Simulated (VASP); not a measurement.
# Si (Fd-3m) in VASP: G0W0 quasiparticle levels with PBE

Aim: the G0W0 quasiparticle levels of Si with PBE.

Program: VASP 6.6.1. These are calculated values, not measurements. Logs are shortened: lines on timing, memory, paths and dates and some standing lists are left out, and cuts for length are marked.

### Step 1. The cell of the first run

Symmetry: Fd-3m, No. 227, cubic system. The conventional cell has a = 5.608 Å, b = 5.608 Å, c = 5.608 Å, α = 90.00°, β = 90.00°, γ = 90.00°. Si (site symmetry -43m) has 4 Si at 2.43 Å within 3.2 Å.

### Step 2. G0W0 quasiparticle levels, PBE

The input, POSCAR:

```
Si
1.0
    0.0000000000      2.8037824625      2.8037824625
    2.8037824625      0.0000000000      2.8037824625
    2.8037824625      2.8037824625      0.0000000000
Si
2
Direct
    0.0000000000      0.0000000000      0.0000000000
    0.2500000000      0.2500000000      0.2500000000
```

The input, INCAR.step1:

```
SYSTEM = Si
PREC = Accurate ; ENCUT = 500
EDIFF = 1E-8 ; ISMEAR = 0
SIGMA = 0.01 ; LREAL = .FALSE.
LASPH = .TRUE. ; NELM = 80
ALGO = Normal ; LWAVE = .TRUE.
LCHARG = .FALSE. ; GGA = PE
```

The input, INCAR.step2:

```
SYSTEM = Si
PREC = Accurate ; ENCUT = 500
EDIFF = 1E-8 ; ISMEAR = 0
SIGMA = 0.01 ; LREAL = .FALSE.
LASPH = .TRUE. ; NELM = 1
ALGO = Exact ; LWAVE = .TRUE.
LCHARG = .FALSE. ; GGA = PE
NBANDS = 187 ; LOPTICS = .TRUE.
ISTART = 1
```

The input, INCAR.step3:

```
SYSTEM = Si
PREC = Accurate ; ENCUT = 500
EDIFF = 1E-8 ; ISMEAR = 0
SIGMA = 0.01 ; LREAL = .FALSE.
LASPH = .TRUE. ; ALGO = EVGW0
LWAVE = .FALSE. ; LCHARG = .FALSE.
GGA = PE ; NELMGW = 1
NBANDS = 187 ; ENCUTGW = 150.0
NOMEGA = 96 ; PRECFOCK = Fast
ISTART = 1 ; NBANDSGW = 12
OMEGAMAX = 20
```

The input, KPOINTS:

```
Automatic mesh
0
G
  4 4 4
  0 0 0
```

Potentials or basis: VASP PAW PBE potentials, release 64 (Si_GW).

Command:

```bash
$ cat potpaw_PBE.64/Si_GW/POTCAR > POTCAR
$ cp INCAR.step1 INCAR
$ mpirun -np 1 vasp_std > vasp.out
$ cp INCAR.step2 INCAR
$ mpirun -np 1 vasp_std > vasp.out
$ cp INCAR.step3 INCAR
$ mpirun -np 1 vasp_std > vasp.out
```

OUTCAR:

```text
SYSTEM = Si
   PREC = Accurate
   ENCUT = 500
   EDIFF = 1E-8
   ISMEAR = 0
   LREAL = .FALSE.
   LASPH = .TRUE.
   GGA = PE
   NELMGW = 1
   ENCUTGW = 150.0
   PRECFOCK = Fast
   ISTART = 1

 ion  position               nearest neighbor table
   1  0.000  0.000  0.000-   2 2.43   2 2.43   2 2.43   2 2.43
   2  0.250  0.250  0.250-   1 2.43   1 2.43   1 2.43   1 2.43

  LATTYP: Found a face centered cubic cell.
 ALAT       =     5.6075649250

  Lattice vectors:

 A1 = (   0.0000000000,   2.8037824625,   2.8037824625)
 A2 = (   2.8037824625,   0.0000000000,   2.8037824625)
 A3 = (   2.8037824625,   2.8037824625,   0.0000000000)

Analysis of symmetry for initial positions (statically):
=====================================================================
 Subroutine PRICEL returns:
 Original cell was already a primitive cell.

 Routine SETGRP: Setting up the symmetry group for a
 face centered cubic supercell.

 Subroutine GETGRP returns: Found 48 space group operations
 (whereof 24 operations were pure point group operations)
 out of a pool of 48 trial point group operations.

The static configuration has the point symmetry T_d .
 The point group associated with its full space group is O_h .

Analysis of symmetry for dynamics (positions and initial velocities):
=====================================================================
 Subroutine PRICEL returns:
 Original cell was already a primitive cell.

 Routine SETGRP: Setting up the symmetry group for a
 face centered cubic supercell.

 Subroutine GETGRP returns: Found 48 space group operations
 (whereof 24 operations were pure point group operations)
 out of a pool of 48 trial point group operations.

The dynamic configuration has the point symmetry T_d .
 The point group associated with its full space group is O_h .

 Subroutine INISYM returns: Found 48 space group operations
 (whereof 24 operations are pure point group operations),
 and found     1 'primitive' translations

----------------------------------------------------------------------------------------

                                     Primitive cell

  volume of cell :      44.0822

  direct lattice vectors                    reciprocal lattice vectors
     0.000000000  2.803782463  2.803782463    -0.178330526  0.178330526  0.178330526
     2.803782463  0.000000000  2.803782463     0.178330526 -0.178330526  0.178330526
     2.803782463  2.803782463  0.000000000     0.178330526  0.178330526 -0.178330526

  length of vectors
     3.965147184  3.965147184  3.965147184     0.308877531  0.308877531  0.308877531

  position of ions in fractional coordinates (direct lattice)
     0.000000000  0.000000000  0.000000000
     0.250000000  0.250000000  0.250000000

  ion indices of the primitive-cell ions
   primitive index   ion index
                 1           1
                 2           2

----------------------------------------------------------------------------------------

 KPOINTS: Automatic mesh

Automatic generation of k-mesh.
 Grid dimensions read from file:
 generate k-points for:    4    4    4

 Generating k-lattice:

  Cartesian coordinates                     Fractional coordinates (reciprocal lattice)
    -0.044582631  0.044582631  0.044582631     0.250000000  0.000000000  0.000000000
     0.044582631 -0.044582631  0.044582631     0.000000000  0.250000000  0.000000000
     0.044582631  0.044582631 -0.044582631     0.000000000  0.000000000  0.250000000

  Length of vectors
     0.077219383  0.077219383  0.077219383

  Shift w.r.t. Gamma in fractional coordinates (k-lattice)
     0.000000000  0.000000000  0.000000000

 Subroutine IBZKPT returns following result:
 ===========================================

 Found      8 irreducible k-points:

 Following reciprocal coordinates:
            Coordinates               Weight
  0.000000  0.000000  0.000000      1.000000
  0.250000  0.000000  0.000000      8.000000
  0.500000  0.000000  0.000000      4.000000
  0.250000  0.250000  0.000000      6.000000
  0.500000  0.250000  0.000000     24.000000
 -0.250000  0.250000  0.000000     12.000000
  0.500000  0.500000  0.000000      3.000000
 -0.250000  0.500000  0.250000      6.000000
   k-points           NKPTS =      8   k-points in BZ     NKDIM =     64   number of bands    NBANDS=    187
   number of dos      NEDOS =    301   number of ions     NIONS =      2
   total plane-waves  NPLWV =  27000
   dimension x,y,z NGX =    30 NGY =   30 NGZ =   30
   dimension x,y,z NGXF=    60 NGYF=   60 NGZF=   60
   ions per type =               2
   NGX,Y,Z   is equivalent  to a cutoff of  12.58, 12.58, 12.58 a.u.
   NGXF,Y,Z  is equivalent  to a cutoff of  25.16, 25.16, 25.16 a.u.
 SYSTEM =  Si
   PREC   = accura    normal or accurate (medium, high low for compatibility)
   ISTART =      1    job   : 0-new  1-cont  2-samecut
   ICHARG =      0    charge: 1-file 2-atom 10-const
   ISPIN  =      1    spin polarized calculation?
   LNONCOLLINEAR =      F non collinear calculations
   LSORBIT =      F    spin-orbit coupling
   LASPH  =      T    aspherical Exc in radial PAW
   ENCUT  =  500.0 eV  36.75 Ry    6.06 a.u.   7.23  7.23  7.23*2*pi/ulx,y,z
   NELM   =     60;   NELMIN=  2; NELMDL=  0     # of ELM steps
   EDIFF  = 0.1E-07   stopping-criterion for ELM
   LREAL  =      F    real-space projection
   EDIFFG = 0.1E-06   stopping-criterion for IOM
   NSW    =      0    number of steps for IOM
   IBRION =     -1    ionic relax: 0-MD 1-quasi-New 2-CG
   NFREE  =      0    steps in history (QN), initial steepest desc. (CG)
   ISIF   =      0    stress and relaxation
   ISYM   =      3    0-nonsym 1-usesym 2-fastsym
   POTIM  = 0.5000    time-step for ionic-motion
   TEBEG  =    0.0;   TEEND  =   0.0 temperature during run
   PSTRESS=    0.0 pullay stress
   NELECT =       8.0000    total number of electrons
   NUPDOWN=      -1.0000    fix difference up-down
   EMIN   =  10.00;   EMAX   =-10.00  energy-range for DOS
   EFERMI =   0.00;   METHOD = LEGACY
   ISMEAR =     0;   SIGMA  =   0.01  broadening in eV -4-tet -1-fermi 0-gaus
   EFERMI_NEDOS =   21; number of points for ismear=-14 and -15
   IALGO  =     38    algorithm
   IMIX   =      4    mixing-type and parameters
     AMIX     =   0.40;   BMIX     =  1.00
     AMIX_MAG =   1.60;   BMIX_MAG =  1.00
  volume/ion in A,a.u.               =      22.04       148.74
  Fermi-wavevector in a.u.,A,eV,Ry     =   0.926866  1.751524 11.688513  0.859081
  Thomas-Fermi vector in A             =   2.052875
   LORBIT       =      0    0 simple, 1 ext, 2 COOP (PROOUT), +10 PAW based schemes
   GGA     = PE    functional components
   LHFCALC =     T    Hartree Fock is set to
   PRECFOCK=fast      Normal, Fast or Accurate (Low or Medium for compatibility)
   ENCUT4O =  -1.0   cutoff for four orbital integrals eV
   NKREDX  =     1    reduce k-point grid by
   NKREDY  =     1    reduce k-point grid by
   NKREDZ  =     1    reduce k-point grid by
   AEXX    =    1.0000 exact exchange contribution
   HFSCREEN=    0.0000 screening length (either q_TF or 0.3 A-1)
   HFSCREENC=   0.0000 screening length for correlation (either q_TF or 0.3 A-1)
   ENCUTFOCK=  -1.0 apply spherical cutoff to Coloumb kernel
   IVDW    =     0    specifies the selected vdW correction
   LEPSILON=     F    determine dielectric tensor
   LRPA    =     F    only Hartree local field effects (RPA)
   LRPAFORCE           =     F    calculate RPA forces
   ENCUTGW             = 150.0    cutoff for response function in eV
   ENCUTGWSOFT         = 120.0    soft cutoff for Coulomb kernel in GW response function in eV
   ENCUTLF             =  -1.0    cutoff for local field effects
   NELMGW              =     1    number of iterations in solving QP/BSE equation
   NELMHF              =     1    number of iterations in the inner HF iteration
   NKREDLFX            =     1    NKREDLFY  =   1   NKREDLFZ  =   1
 non-spin polarized calculation
 Gauss-broadening in eV      SIGMA  =   0.01
  energy-cutoff  :      500.00
  volume of cell :       44.08
 maximum number of plane-waves:      1139
 NGX is ok and might be reduce to    30
  NGX = 16; NGY = 16; NGZ = 16
   NGX = 15   NGY = 15   NGZ = 15
 maximum number of plane-waves:       200

 QP shifts <psi_nk| G(iteration)W_0 |psi_nk>: iteration 1
 for sc-GW calculations column KS-energies equals QP-energies in previous step
 and V_xc(KS)=  KS-energies - (<T + V_ion + V_H > + <T+V_H+V_ion>^1  + <V_x>^1)

 k-point   1 :       0.0000    0.0000    0.0000
  band No.  KS-energies  QP-energies   sigma(KS)   V_xc(KS)     V^pw_x(r,r')   Z            occupation Imag(sigma)

      1      -6.7278      -7.1471     -10.8956     -10.2692     -17.1048       0.6694       2.0000       1.0492
      2       4.6062       4.0770     -11.8646     -11.1602     -12.7232       0.7512       2.0000       0.0230
      3       4.6062       4.0770     -11.8646     -11.1602     -12.7232       0.7512       2.0000       0.0230
      4       4.6062       4.0770     -11.8646     -11.1602     -12.7232       0.7512       2.0000       0.0230
      5       6.9000       7.0943     -10.7251     -10.9855      -6.1802       0.7461       0.0000      -0.0746
      6       7.1077       7.1872      -9.7600      -9.8667      -5.3935       0.7454       0.0000      -0.0761
      7       7.1077       7.1872      -9.7600      -9.8667      -5.3935       0.7454       0.0000      -0.0761
      8       7.1077       7.1872      -9.7600      -9.8667      -5.3935       0.7454       0.0000      -0.0761
      9      12.1987      11.8946      -7.7377      -7.3417      -2.4268       0.7677       0.0000      -0.2713
     10      12.2529      12.3640      -9.5443      -9.6954      -3.9955       0.7362       0.0000      -0.2284
     11      12.2529      12.3640      -9.5443      -9.6954      -3.9955       0.7362       0.0000      -0.2284
     12      15.5168      15.2459      -8.3748      -8.0142      -2.1092       0.7515       0.0000      -0.5745

 k-point   2 :       0.2500    0.0000    0.0000
  band No.  KS-energies  QP-energies   sigma(KS)   V_xc(KS)     V^pw_x(r,r')   Z            occupation Imag(sigma)
[... 97 lines left out ...]
      1      -2.7962      -3.2437     -11.4377     -10.7844     -15.7775       0.6850       2.0000       0.4625
      2      -2.7962      -3.2437     -11.4377     -10.7844     -15.7775       0.6850       2.0000       0.4625
      3       1.1339       0.5695     -10.5902      -9.8147     -12.5747       0.7279       2.0000       0.0860
      4       1.1339       0.5695     -10.5902      -9.8147     -12.5747       0.7279       2.0000       0.0860
      5       8.8714       8.8035      -9.3445      -9.2540      -4.6376       0.7496       0.0000      -0.1118
      6       8.8714       8.8035      -9.3445      -9.2540      -4.6376       0.7496       0.0000      -0.1118
      7       9.2470       9.3291      -9.8447      -9.9561      -4.6567       0.7369       0.0000      -0.1481
      8       9.2470       9.3291      -9.8447      -9.9561      -4.6567       0.7369       0.0000      -0.1481
      9      14.5880      14.6015     -10.4398     -10.4587      -3.8236       0.7130       0.0000      -0.5293
     10      14.5880      14.6015     -10.4398     -10.4587      -3.8236       0.7130       0.0000      -0.5293
     11      16.8760      16.8862     -10.1027     -10.1169      -3.3074       0.7227       0.0000      -0.7053
     12      16.8760      16.8862     -10.1027     -10.1169      -3.3074       0.7227       0.0000      -0.7053
```

It took 75 s on 1 thread of Intel Xeon 6975P-C (Granite Rapids), shared host; peak memory 0.49 GiB.

Results:

```yaml
Quasiparticle_gap: 1.34 eV
Least_direct_quasiparticle_gap: 2.91 eV
Band_gap_of_the_starting_levels_on_the_mesh: 0.87 eV
Least_direct_gap_of_the_starting_levels_on_the_mesh: 2.29 eV
```

Caveat: the k points lie up to 0.49 Å⁻¹ apart; bands, screening cutoff and mesh are small and nothing is extrapolated, so the quasiparticle values aren't converged.
